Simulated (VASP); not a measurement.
# Pt (Fm-3m) in VASP: settings compared

The runs below take Pt through single point, with PBE, LDA.

All numbers are computed with VASP 6.6.1; they aren't measurements. Logs are shortened: lines on timing, memory, paths and dates and some standing lists are left out, and cuts for length are marked.

### 1 The cell of the first run

It takes space group Fm-3m (No. 225, cubic). The conventional cell has a = 3.837 Å, b = 3.837 Å, c = 3.837 Å, α = 90.00°, β = 90.00°, γ = 90.00°. Within 3.6 Å of Pt (site symmetry m-3m) lie 12 Pt at 2.71 Å.

### 2 Single point, PBE (volume scaled by 0.9405)

INCAR reads:

```
PREC = Accurate ; ENCUT = 520
EDIFF = 1E-6 ; ISMEAR = -1
SIGMA = 0.03 ; LREAL = False
LASPH = True ; NELM = 80
ALGO = Normal ; ISIF = 2
LWAVE = False ; LCHARG = False
GGA = PE ; NBANDS = 11
```

KPOINTS reads:

```
regular mesh
0
Gamma
  18 18 18
```

POSCAR reads:

```
Pt
1.0
    0.0000000000      1.9182716408      1.9182716408
    1.9182716408      0.0000000000      1.9182716408
    1.9182716408      1.9182716408      0.0000000000
Pt
1
Direct
    0.0000000000      0.0000000000      0.0000000000
```

Potentials or basis: VASP PAW PBE potentials, release 64 (Pt).

Command:

```
$ cat potpaw_PBE.64/Pt/POTCAR > POTCAR
$ mpirun -np 1 vasp_std > vasp.out
```

OUTCAR:

```text
PREC = Accurate
   ENCUT = 520
   EDIFF = 1E-6
   ISMEAR = -1
   LREAL = False
   LASPH = True
   NELM = 80
   ISIF = 2
   GGA = PE

 ion  position               nearest neighbor table
   1  0.000  0.000  0.000-

  LATTYP: Found a face centered cubic cell.
 ALAT       =     3.8365432816

  Lattice vectors:

 A1 = (   0.0000000000,   1.9182716408,   1.9182716408)
 A2 = (   1.9182716408,   0.0000000000,   1.9182716408)
 A3 = (   1.9182716408,   1.9182716408,   0.0000000000)

Analysis of symmetry for initial positions (statically):
=====================================================================
 Subroutine PRICEL returns:
 Original cell was already a primitive cell.

 Routine SETGRP: Setting up the symmetry group for a
 face centered cubic supercell.

 Subroutine GETGRP returns: Found 48 space group operations
 (whereof 48 operations were pure point group operations)
 out of a pool of 48 trial point group operations.

The static configuration has the point symmetry O_h .

Analysis of symmetry for dynamics (positions and initial velocities):
=====================================================================
 Subroutine PRICEL returns:
 Original cell was already a primitive cell.

 Routine SETGRP: Setting up the symmetry group for a
 face centered cubic supercell.

 Subroutine GETGRP returns: Found 48 space group operations
 (whereof 48 operations were pure point group operations)
 out of a pool of 48 trial point group operations.

The dynamic configuration has the point symmetry O_h .

 Subroutine INISYM returns: Found 48 space group operations
 (whereof 48 operations are pure point group operations),
 and found     1 'primitive' translations

----------------------------------------------------------------------------------------

                                     Primitive cell

  volume of cell :      14.1176

  direct lattice vectors                    reciprocal lattice vectors
     0.000000000  1.918271641  1.918271641    -0.260651302  0.260651302  0.260651302
     1.918271641  0.000000000  1.918271641     0.260651302 -0.260651302  0.260651302
     1.918271641  1.918271641  0.000000000     0.260651302  0.260651302 -0.260651302

  length of vectors
     2.712845771  2.712845771  2.712845771     0.451461297  0.451461297  0.451461297

  position of ions in fractional coordinates (direct lattice)
     0.000000000  0.000000000  0.000000000

  ion indices of the primitive-cell ions
   primitive index   ion index
                 1           1

----------------------------------------------------------------------------------------

 KPOINTS: regular mesh

Automatic generation of k-mesh.
 Grid dimensions read from file:
 generate k-points for:   18   18   18

 Generating k-lattice:

  Cartesian coordinates                     Fractional coordinates (reciprocal lattice)
    -0.014480628  0.014480628  0.014480628     0.055555556  0.000000000  0.000000000
     0.014480628 -0.014480628  0.014480628     0.000000000  0.055555556  0.000000000
     0.014480628  0.014480628 -0.014480628     0.000000000  0.000000000  0.055555556

  Length of vectors
     0.025081183  0.025081183  0.025081183

  Shift w.r.t. Gamma in fractional coordinates (k-lattice)
     0.000000000  0.000000000  0.000000000

 Subroutine IBZKPT returns following result:
 ===========================================

 Found    195 irreducible k-points:

 Following reciprocal coordinates:
            Coordinates               Weight
  0.000000  0.000000  0.000000      1.000000
  0.055556  0.000000  0.000000      8.000000
  0.111111  0.000000  0.000000      8.000000
  0.166667  0.000000  0.000000      8.000000
  0.222222  0.000000  0.000000      8.000000
  0.277778  0.000000  0.000000      8.000000
[... 16 lines left out ...]
 -0.277778  0.055556  0.000000     24.000000
 -0.222222  0.055556  0.000000     24.000000
 [... further k-points ...]
   k-points           NKPTS =    195   k-points in BZ     NKDIM =    195   number of bands    NBANDS=     11
   number of dos      NEDOS =    301   number of ions     NIONS =      1
   total plane-waves  NPLWV =   8000
   dimension x,y,z NGX =    20 NGY =   20 NGZ =   20
   dimension x,y,z NGXF=    40 NGYF=   40 NGZF=   40
   ions per type =               1
   NGX,Y,Z   is equivalent  to a cutoff of  12.26, 12.26, 12.26 a.u.
   NGXF,Y,Z  is equivalent  to a cutoff of  24.51, 24.51, 24.51 a.u.
 SYSTEM =  unknown system
   PREC   = accura    normal or accurate (medium, high low for compatibility)
   ISTART =      0    job   : 0-new  1-cont  2-samecut
   ICHARG =      2    charge: 1-file 2-atom 10-const
   ISPIN  =      1    spin polarized calculation?
   LNONCOLLINEAR =      F non collinear calculations
   LSORBIT =      F    spin-orbit coupling
   LASPH  =      T    aspherical Exc in radial PAW
   ENCUT  =  520.0 eV  38.22 Ry    6.18 a.u.   5.04  5.04  5.04*2*pi/ulx,y,z
   NELM   =     80;   NELMIN=  2; NELMDL= -5     # of ELM steps
   EDIFF  = 0.1E-05   stopping-criterion for ELM
   LREAL  =      F    real-space projection
   EDIFFG = 0.1E-04   stopping-criterion for IOM
   NSW    =      0    number of steps for IOM
   IBRION =     -1    ionic relax: 0-MD 1-quasi-New 2-CG
   NFREE  =      0    steps in history (QN), initial steepest desc. (CG)
   ISIF   =      2    stress and relaxation
   ISYM   =      2    0-nonsym 1-usesym 2-fastsym
   POTIM  = 0.5000    time-step for ionic-motion
   TEBEG  =    0.0;   TEEND  =   0.0 temperature during run
   PSTRESS=    0.0 pullay stress
   NELECT =      10.0000    total number of electrons
   NUPDOWN=      -1.0000    fix difference up-down
   EMIN   =  10.00;   EMAX   =-10.00  energy-range for DOS
   EFERMI =   0.00;   METHOD = LEGACY
   ISMEAR =    -1;   SIGMA  =   0.03  broadening in eV -4-tet -1-fermi 0-gaus
   EFERMI_NEDOS =   21; number of points for ismear=-14 and -15
   IALGO  =     38    algorithm
   IMIX   =      4    mixing-type and parameters
     AMIX     =   0.40;   BMIX     =  1.00
     AMIX_MAG =   1.60;   BMIX_MAG =  1.00
  volume/ion in A,a.u.               =      14.12        95.27
  Fermi-wavevector in a.u.,A,eV,Ry     =   1.459334  2.757742 28.975729  2.129656
  Thomas-Fermi vector in A             =   2.575913
   LORBIT       =      0    0 simple, 1 ext, 2 COOP (PROOUT), +10 PAW based schemes
   GGA     = PE    functional components
   LHFCALC =     F    Hartree Fock is set to
   AEXX    =    0.0000 exact exchange contribution
   IVDW    =     0    specifies the selected vdW correction
   LEPSILON=     F    determine dielectric tensor
   LRPA    =     F    only Hartree local field effects (RPA)
 non-spin polarized calculation
  energy-cutoff  :      520.00
  volume of cell :       14.12
 maximum number of plane-waves:       392
   NGX =  9   NGY =  9   NGZ =  9

 number of electron      10.0000000 magnetization

 number of electron       9.9999999 magnetization

 Free energy of the ion-electron system (eV)
  ---------------------------------------------------
  ext. energy  EPLUGINS =         0.00000000
  ---------------------------------------------------
  free energy    TOTEN  =        -5.95840808 eV

  energy without entropy =       -5.95265263  energy(sigma->0) =       -5.95553036

 E-fermi :  12.5909     XC(G=0): -13.8908

 val. band max:       12.5894320406   @ k =  -0.3889   0.3889   0.1667
 cond. band min:      12.5944963249   @ k =  -0.3333   0.3889   0.1111
 fundamental gap:      0.0050642842
 Fermi energy:        12.5908744556

 k-point     1 :       0.0000    0.0000    0.0000
  band No.  band energies     occupation
      1       1.6011      2.00000
      2       8.3669      2.00000
      3       8.3669      2.00000
      4       8.3669      2.00000
      5      10.7693      2.00000
      6      10.7693      2.00000
      7      27.0062      0.00000
      8      32.3518      0.00000
      9      32.3518      0.00000
     10      32.3518      0.00000
     11      37.9446      0.00000

 k-point     2 :       0.0556    0.0000    0.0000
  band No.  band energies     occupation
      1       1.7342      2.00000
      2       8.3031      2.00000
      3       8.4217      2.00000
      4       8.4217      2.00000
      5      10.7362      2.00000
      6      10.7362      2.00000
      7      27.2246      0.00000
      8      31.6768      0.00000
      9      32.5656      0.00000
     10      32.5656      0.00000
     11      38.7306      0.00000

 k-point     3 :       0.1111    0.0000    0.0000
  band No.  band energies     occupation
      1       2.1206      2.00000
      2       8.1400      2.00000
      3       8.5652      2.00000
      4       8.5652      2.00000
      5      10.6652      2.00000
      6      10.6652      2.00000
      7      27.8243      0.00000
      8      30.2720      0.00000
      9      33.1893      0.00000
     10      33.1893      0.00000
     11      39.8891      0.00000

 k-point     4 :       0.1667    0.0000    0.0000
  band No.  band energies     occupation
      1       2.7147      2.00000
      2       7.9595      2.00000
      3       8.7267      2.00000
      4       8.7267      2.00000
      5      10.6428      2.00000
      6      10.6428      2.00000
      7      28.5604      0.00000
      8      28.7490      0.00000
      9      34.1691      0.00000
     10      34.1691      0.00000
     11      38.4594      0.00000

 k-point     5 :       0.2222    0.0000    0.0000
  band No.  band energies     occupation
      1       3.4155      2.00000
      2       7.9002      2.00000
      3       8.7952      2.00000
      4       8.7952      2.00000
      5      10.7931      2.00000
      6      10.7931      2.00000
      7      27.0629      0.00000
      8      29.1409      0.00000
      9      35.3876      0.00000
     10      35.3876      0.00000
     11      36.9238      0.00000
[... 211 lines left out ...]
 k-point    21 :      -0.3889    0.0556    0.0000
  band No.  band energies     occupation
      1       4.6502      2.00000
      2       8.3177      2.00000
      3       8.4550      2.00000
      4      10.1237      2.00000
      5      12.0656      2.00000
      6      12.9111      0.00005
      7      20.7835      0.00000
      8      27.2272      0.00000
      9      32.0195      0.00000
     10      33.3205      0.00000
     11      39.8626      0.00000

 k-point    22 :      -0.3333    0.0556    0.0000
  band No.  band energies     occupation
      1       4.5835      2.00000
      2       8.4653      2.00000
      3       8.5896      2.00000
      4       9.0588      2.00000
      5      11.5266      2.00000
      6      12.3579      1.99915
      7      22.7635      0.00000
      8      27.8800      0.00000
      9      32.8787      0.00000
     10      34.8812      0.00000
     11      37.9588      0.00000

 k-point    23 :      -0.2778    0.0556    0.0000
  band No.  band energies     occupation
      1       4.3121      2.00000
      2       8.1868      2.00000
      3       8.6694      2.00000
      4       8.7522      2.00000
      5      10.9717      2.00000
      6      11.7952      2.00000
      7      24.7721      0.00000
      8      28.7257      0.00000
      9      33.9208      0.00000
     10      36.2175      0.00000
     11      36.8560      0.00000

 k-point    24 :      -0.2222    0.0556    0.0000
  band No.  band energies     occupation
      1       3.7561      2.00000
      2       7.8193      2.00000
      3       8.7942      2.00000
      4       8.8692      2.00000
      5      10.5365      2.00000
      6      11.3026      2.00000
      7      26.5949      0.00000
      8      29.2904      0.00000
      9      34.3296      0.00000
     10      35.6127      0.00000
     11      36.8548      0.00000

 [... further k-points ...]

------------------------ aborting loop because EDIFF is reached ----------------------------------------

  FORCE on cell =-STRESS in cart. coord.  units (eV):
  Direction    XX          YY          ZZ          XY          YZ          ZX
  --------------------------------------------------------------------------------------
  -------------------------------------------------------------------------------------
  Total        2.9047716      2.9047716      2.9047716     -0.0000000      0.0000000     -0.0000000
  in kB      329.6569683    329.6569683    329.6569683     -0.0000000      0.0000000     -0.0000000
  external PRESSURE =     329.6569683 kB  Pullay stress =       0.0000000 kB

 VOLUME and BASIS-vectors are now :
 -----------------------------------------------------------------------------
  energy-cutoff  :      520.00
  volume of cell :       14.12
      direct lattice vectors                 reciprocal lattice vectors
     0.000000000  1.918271641  1.918271641    -0.260651302  0.260651302  0.260651302
     1.918271641  0.000000000  1.918271641     0.260651302 -0.260651302  0.260651302
     1.918271641  1.918271641  0.000000000     0.260651302  0.260651302 -0.260651302

 POSITION                                       TOTAL-FORCE (eV/Angst)
 -----------------------------------------------------------------------------------
      0.00000      0.00000      0.00000        -0.000000     -0.000000     -0.000000
 -----------------------------------------------------------------------------------
    total drift:                               -0.000000     -0.000000     -0.000000

  FREE ENERGIE OF THE ION-ELECTRON SYSTEM (eV)
  ---------------------------------------------------
  free  energy   TOTEN  =        -5.9584080763 eV

  energy  without entropy=       -5.9526526339  energy(sigma->0) =       -5.95553036
```

Wall time 21 s (1 thread of AMD EPYC 9R45 (Zen 5), shared host); peak memory 0.11 GiB.

Results:

- Free energy: -5.9584 eV
- Pressure: 33.0 GPa
- Band gap on the k mesh: zero (band 5 reaches 13.16 eV, above the bottom of band 6 at 10.64 eV)

Levels at points of the mesh, in eV from the Fermi level:
| k point | band 2 | band 3 | band 4 | band 5 | band 6 | band 7 | band 8 | band 9 |
| --- | --- | --- | --- | --- | --- | --- | --- | --- |
| (0.00, 0.00, 0.00) | -4.22 | -4.22 | -4.22 | -1.82 | -1.82 | 14.42 | 19.76 | 19.76 |
| (0.50, 0.00, 0.00) | -4.31 | -4.31 | -0.75 | 0.05 | 0.05 | 6.37 | 14.01 | 19.42 |
| (0.50, 0.50, 0.00) | -7.36 | 0.01 | 0.56 | 0.56 | 1.65 | 9.63 | 11.60 | 11.60 |

Caveat: spin-orbit coupling is left out, which moves the levels of the heavy elements.

(Continued in part 2 of 2.)
